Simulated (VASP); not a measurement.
Input of a VASP 6.6.1 run:

INCAR

```
PREC = Accurate
ENCUT = 520
EDIFF = 1E-6
ISMEAR = -1
SIGMA = 0.1
LREAL = False
LASPH = True
NELM = 60
ALGO = Normal
ISIF = 2
LWAVE = False
LCHARG = False
GGA = PE
NBANDS = 12
```

KPOINTS

```
regular mesh
0
Gamma
  20 20 20
```

File POSCAR:

```
Ti
1.0
   -1.3581980397      1.3581980397      1.3581980397
    1.3581980397     -1.3581980397      1.3581980397
    1.3581980397      1.3581980397     -1.3581980397
Ti
1
Direct
    0.0000000000      0.0000000000      0.0000000000
```

Potentials or basis: VASP PAW PBE potentials, release 64 (Ti_sv).

The run is started by

```console
$ cat potpaw_PBE.64/Ti_sv/POTCAR > POTCAR
$ mpirun -np 1 vasp_std > vasp.out
```

Task: What does it give for the band gap on the k mesh?

Result: Zero (band 6 reaches 16.41 eV, above the bottom of band 7 at 14.06 eV).

Task: What does it give for the pressure?

Result: 129.4 GPa.
